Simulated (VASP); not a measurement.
# Hg (P6_3/mmc) in VASP: further runs, part 2 of 2

VASP 6.6.1. The steps go on from the part before.

## Step 4: Single point, PBEsol+D3(BJ) (22.65 Å³/atom)

File INCAR:

```
SYSTEM = Hg
ALGO = Fast
EDIFF = 1E-7
ENCUT = 520
GGA = PS
ISIF = 2
ISMEAR = 0
IVDW = 12
LASPH = .TRUE.
LCHARG = .TRUE.
LELF = .TRUE.
LREAL = .FALSE.
LVHAR = .TRUE.
LWAVE = .FALSE.
NBANDS = 19
NELM = 100
PREC = Accurate
SIGMA = 0.15
```

File KPOINTS:

```
k-points
0
G
  18 18 10
  0 0 0
```

File POSCAR:

```
Hg
1.0
    3.1742704623      0.0000000000      0.0000000000
   -1.5871352311      2.7489988588      0.0000000000
    0.0000000000      0.0000000000      5.1908844870
Hg
2
Direct
    0.6666666667      0.3333333333      0.7500000000
    0.3333333333      0.6666666667      0.2500000000
```

Potentials or basis: VASP PAW PBE potentials, release 64 (Hg).

The run is started by

```sh
$ cat potpaw_PBE.64/Hg/POTCAR > POTCAR
$ mpirun -np 1 vasp_std > vasp.out
```

OUTCAR:

```text
SYSTEM = Hg
   EDIFF = 1E-7
   ENCUT = 520
   GGA = PS
   ISIF = 2
   ISMEAR = 0
   IVDW = 12
   LASPH = .TRUE.
   LREAL = .FALSE.
   NELM = 100
   PREC = Accurate
 IVDW          = 12

 ion  position               nearest neighbor table
   1  0.667  0.333  0.750-   2 3.18   2 3.18   2 3.18   2 3.18   2 3.18   2 3.18
   2  0.333  0.667  0.250-   1 3.18   1 3.18   1 3.18   1 3.18   1 3.18   1 3.18

  LATTYP: Found a hexagonal cell.
 ALAT       =     3.1742704623
 C/A-ratio  =     1.6353000000

  Lattice vectors:

 A1 = (   3.1742704623,   0.0000000000,   0.0000000000)
 A2 = (  -1.5871352311,   2.7489988588,   0.0000000000)
 A3 = (   0.0000000000,   0.0000000000,   5.1908844870)

Analysis of symmetry for initial positions (statically):
=====================================================================
 Subroutine PRICEL returns:
 Original cell was already a primitive cell.

 Routine SETGRP: Setting up the symmetry group for a
 hexagonal supercell.

 Subroutine GETGRP returns: Found 24 space group operations
 (whereof 12 operations were pure point group operations)
 out of a pool of 24 trial point group operations.

The static configuration has the point symmetry D_3d.
 The point group associated with its full space group is D_6h.

Analysis of symmetry for dynamics (positions and initial velocities):
=====================================================================
 Subroutine PRICEL returns:
 Original cell was already a primitive cell.

 Routine SETGRP: Setting up the symmetry group for a
 hexagonal supercell.

 Subroutine GETGRP returns: Found 24 space group operations
 (whereof 12 operations were pure point group operations)
 out of a pool of 24 trial point group operations.

The dynamic configuration has the point symmetry D_3d.
 The point group associated with its full space group is D_6h.

 Subroutine INISYM returns: Found 24 space group operations
 (whereof 12 operations are pure point group operations),
 and found     1 'primitive' translations
[... 112 lines left out ...]
   IALGO  =     68    algorithm
   IMIX   =      4    mixing-type and parameters
     AMIX     =   0.40;   BMIX     =  1.00
     AMIX_MAG =   1.60;   BMIX_MAG =  1.00
  volume/ion in A,a.u.               =      22.65       152.84
  Fermi-wavevector in a.u.,A,eV,Ry     =   1.324724  2.503365 23.876766  1.754893
  Thomas-Fermi vector in A             =   2.454237
   LORBIT       =      0    0 simple, 1 ext, 2 COOP (PROOUT), +10 PAW based schemes
   GGA     = PS    functional components
   LHFCALC =     F    Hartree Fock is set to
   AEXX    =    0.0000 exact exchange contribution
   IVDW    =    12    specifies the selected vdW correction
   LEPSILON=     F    determine dielectric tensor
   LRPA    =     F    only Hartree local field effects (RPA)
 non-spin polarized calculation
 RMM-DIIS sequential band-by-band and
 Gauss-broadening in eV      SIGMA  =   0.15
  energy-cutoff  :      520.00
  volume of cell :       45.30
 maximum number of plane-waves:      1248
 NGX is ok and might be reduce to    24
   NGX = 11   NGY = 11   NGZ = 19

 number of electron      24.0000005 magnetization

 Free energy of the ion-electron system (eV)
  ---------------------------------------------------
  ext. energy  EPLUGINS =         0.00000000
  ---------------------------------------------------
  free energy    TOTEN  =        -1.07207856 eV

  energy without entropy =       -1.06197052  energy(sigma->0) =       -1.06702454

 E-fermi :   2.7521     XC(G=0): -11.2798

 val. band max:        2.7496495450   @ k =   0.3333   0.3333   0.5000
 cond. band min:       2.7696535028   @ k =   0.3889   0.1667   0.4000
 fundamental gap:      0.0200039578
 Fermi energy:         2.7520767346

 k-point     1 :       0.0000    0.0000    0.0000
  band No.  band energies     occupation
      1      -6.5568      2.00000
      2      -5.3437      2.00000
      3      -4.2355      2.00000
      4      -4.1520      2.00000
      5      -4.1520      2.00000
      6      -4.0035      2.00000
[... 505 lines left out ...]
      6      -3.8234      2.00000
[... 11 lines left out ...]
     18      14.0804      0.00000
     19      14.8798      0.00000

 [... further k-points ...]

------------------------ aborting loop because EDIFF is reached ----------------------------------------

 Edisp (eV)   -0.88239

 E8    (eV) :    -0.5986

  FORCE on cell =-STRESS in cart. coord.  units (eV):
  Direction    XX          YY          ZZ          XY          YZ          ZX
  --------------------------------------------------------------------------------------
  -------------------------------------------------------------------------------------
  Total      -0.30646    -0.30646    -0.41912    -0.00000    -0.00000     0.00000
  in kB     -10.83973   -10.83973   -14.82476    -0.00000    -0.00000     0.00000
  external pressure =      -12.17 kB  Pullay stress =        0.00 kB

 VOLUME and BASIS-vectors are now :
 -----------------------------------------------------------------------------
  energy-cutoff  :      520.00
  volume of cell :       45.30
      direct lattice vectors                 reciprocal lattice vectors
     3.174270462  0.000000000  0.000000000     0.315033017  0.181884397  0.000000000
    -1.587135231  2.748998859  0.000000000     0.000000000  0.363768794  0.000000000
     0.000000000  0.000000000  5.190884487     0.000000000  0.000000000  0.192645396

 POSITION                                       TOTAL-FORCE (eV/Angst)
 -----------------------------------------------------------------------------------
      1.58714      0.91633      3.89316        -0.000000      0.000000      0.000000
     -0.00000      1.83267      1.29772         0.000000      0.000000      0.000000
 -----------------------------------------------------------------------------------
    total drift:                                0.000000     -0.000000      0.000000

  FREE ENERGIE OF THE ION-ELECTRON SYSTEM (eV)
  ---------------------------------------------------
  free  energy   TOTEN  =        -1.9544647598 eV

  energy  without entropy=       -1.9443567205  energy(sigma->0) =       -1.94941074
```

Run time: 2.2 min. Hardware: 1 thread of Intel Xeon 8259CL, shared host; peak memory 0.29 GiB.

Results:

* Free energy: -1.9545 eV
* Pressure: -1.2 GPa
* Band gap on the k mesh: zero (bands 12 and 13 overlap by 1.67 eV)
* Dispersion energy per atom: -0.441 eV

Stress tensor (GPa, compression positive):
```
-1.08  0.00  0.00
 0.00 -1.08  0.00
 0.00  0.00 -1.48
```

Caveat: the PAW data sets were made with another functional, which shifts forces and pressure a little; spin-orbit coupling is left out, which moves the levels of the heavy elements.

## Step 5: Single point, PBEsol+D3(BJ) (23.08 Å³/atom)

This run uses another cell than the first one, of 23.08 Å³/atom.

File INCAR:

```
SYSTEM = Hg
ALGO = Fast
EDIFF = 1E-7
ENCUT = 520
GGA = PS
ISIF = 2
ISMEAR = 0
IVDW = 12
LASPH = .TRUE.
LCHARG = .FALSE.
LREAL = .FALSE.
LWAVE = .FALSE.
NBANDS = 19
NELM = 80
PREC = Accurate
SIGMA = 0.15
```

KPOINTS is that of step 4.

File POSCAR:

```
Hg
1.0
    3.2375122089      0.0000000000      0.0000000000
   -1.6187561045      2.8037678180      0.0000000000
    0.0000000000      0.0000000000      5.0861316802
Hg
2
Direct
    0.6666666667      0.3333333333      0.7500000000
    0.3333333333      0.6666666667      0.2500000000
```

The run is started by

```sh
$ cat potpaw_PBE.64/Hg/POTCAR > POTCAR
$ mpirun -np 1 vasp_std > vasp.out
```

Wall time 3.6 min (1 thread of Intel Xeon 8259CL, shared host); peak memory 0.29 GiB.

The run converged. Its results:

```yaml
Free_energy: -1.9494 eV
Pressure: -1.8 GPa
Band_gap_on_the_k_mesh: zero (bands 12 and 13 overlap by 1.32 eV)
Dispersion_energy_per_atom: -0.433 eV
```

Stress tensor (GPa, compression positive):
```
-1.80  0.00  0.00
 0.00 -1.80  0.00
 0.00  0.00 -1.90
```

Levels at points of the mesh, in eV from the Fermi level:
| k point | band 10 | band 11 | band 12 | band 13 | band 14 | band 15 |
| --- | --- | --- | --- | --- | --- | --- |
| (0.00, 0.00, 0.00) | -5.73 | -5.73 | -1.41 | -0.98 | 12.33 | 12.33 |
| (0.50, 0.00, 0.00) | -5.57 | -2.46 | -2.36 | 3.14 | 3.37 | 4.25 |
| (0.00, 0.00, 0.50) | -5.97 | -5.97 | -5.97 | 7.55 | 7.55 | 13.17 |
| (0.50, 0.00, 0.50) | -5.66 | -1.34 | -1.34 | -0.22 | -0.22 | 9.18 |

Caveat: the PAW data sets were made with another functional, which shifts forces and pressure a little; spin-orbit coupling is left out, which moves the levels of the heavy elements.

## Step 6: Overview

```csv
cell,further INCAR settings,gap on the mesh (eV),pressure (GPa)
"a = 3.153, b = 3.153, c = 5.261 Å, angles 90.0, 90.0, 120.0°, 2 atoms",ALGO = Fast; EDIFF = 1e-06; NBANDS = 19,none,-1.2
"a = 3.217, b = 3.217, c = 5.054 Å, angles 90.0, 90.0, 120.0°, 2 atoms",ALGO = Fast; EDIFF = 1e-07; NBANDS = 19,none,-1.2
"a = 3.174, b = 3.174, c = 5.191 Å, angles 90.0, 90.0, 120.0°, 2 atoms",ALGO = Fast; EDIFF = 1e-07; NBANDS = 19,none,-1.2
"a = 3.238, b = 3.238, c = 5.086 Å, angles 90.0, 90.0, 120.0°, 2 atoms",ALGO = Fast; EDIFF = 1e-07; NBANDS = 19,none,-1.8
```

Alike in all rows: task single point; level PBEsol+D3(BJ); potentials or basis VASP PAW PBE potentials, release 64 (Hg); no spin polarisation; k mesh 18 × 18 × 10; cutoff (eV) 520; smearing gaussian 0.15 eV.

Caveats: the PAW data sets were made with another functional, which shifts forces and pressure a little; spin-orbit coupling is left out, which moves the levels of the heavy elements.

Absolute energies hang on the potentials; compare differences alone.
